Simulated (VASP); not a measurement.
Set up this calculation in VASP 6.6.1, as the native input.

| Property | Result |
| --- | --- |
| Task | relaxation of the atoms |
| Functional | PBE |
| Potentials or basis | VASP PAW PBE potentials, release 64 (B, H, C, N) |
| Cutoff | 520 eV |
| k mesh | 4 × 4 × 4 |
| Occupations | fermi-dirac, width 0.02 eV |
| Spin | no spin polarisation |
| Dipole correction | no |
| Further INCAR settings | LREAL = Auto; ALGO = Normal; EDIFF = 1e-06; IBRION = 2; EDIFFG = -0.02; NSW = 80 |

The structure of BH12C3N lies in POSCAR:

```
BH12C3N
1.0
    4.5396000000      2.6209392820      1.9640666667
   -4.5396000000      2.6209392820      1.9640666667
    0.0000000000     -5.2418785640      1.9640666667
B H C N
1 12 3 1
Direct
    0.9171000000      0.9171000000      0.9171000000
    0.3005000000      0.5615000000      0.3005000000
    0.3005000000      0.3005000000      0.5615000000
    0.5615000000      0.3005000000      0.3005000000
    0.4100000000      0.8517000000      0.5812000000
    0.5812000000      0.4100000000      0.8517000000
    0.8517000000      0.5812000000      0.4100000000
    0.5812000000      0.8517000000      0.4100000000
    0.8517000000      0.4100000000      0.5812000000
    0.4100000000      0.5812000000      0.8517000000
    0.0429500000      0.0429500000      0.8310000000
    0.8310000000      0.0429500000      0.0429500000
    0.0429500000      0.8310000000      0.0429500000
    0.4662000000      0.7311000000      0.4662000000
    0.4662000000      0.4662000000      0.7311000000
    0.7311000000      0.4662000000      0.4662000000
    0.6426000000      0.6426000000      0.6426000000
```

One way to write it, as run:

INCAR

```
SYSTEM = BH12C3N
PREC = Accurate
ENCUT = 520
EDIFF = 1E-6
ISMEAR = -1
SIGMA = 0.02
LREAL = Auto
LASPH = .TRUE.
NELM = 80
ALGO = Normal
ISIF = 2
LWAVE = .FALSE.
LCHARG = .FALSE.
GGA = PE
IBRION = 2
NSW = 80
EDIFFG = -0.02
```

KPOINTS

```
Automatic mesh
0
G
  4 4 4
  0 0 0
```

Potentials or basis: VASP PAW PBE potentials, release 64 (B, H, C, N).

Launch:

```console
$ cat potpaw_PBE.64/B/POTCAR potpaw_PBE.64/H/POTCAR potpaw_PBE.64/C/POTCAR potpaw_PBE.64/N/POTCAR > POTCAR
$ mpirun -np 1 vasp_std > vasp.out
```

Results of the run:

* Energy gained by relaxing: 154.9 meV/atom
* Ionic steps: 19
* Pressure after relaxing: 0.5 GPa
* Largest force after relaxing: 0.019 eV/Å
* Band gap on the k mesh: 6.29 eV, indirect (least direct gap 6.37 eV)

Run time: 14 min on 1 thread of Oxide Virtual Turin-like Processor (shared host), peak memory 0.24 GiB.
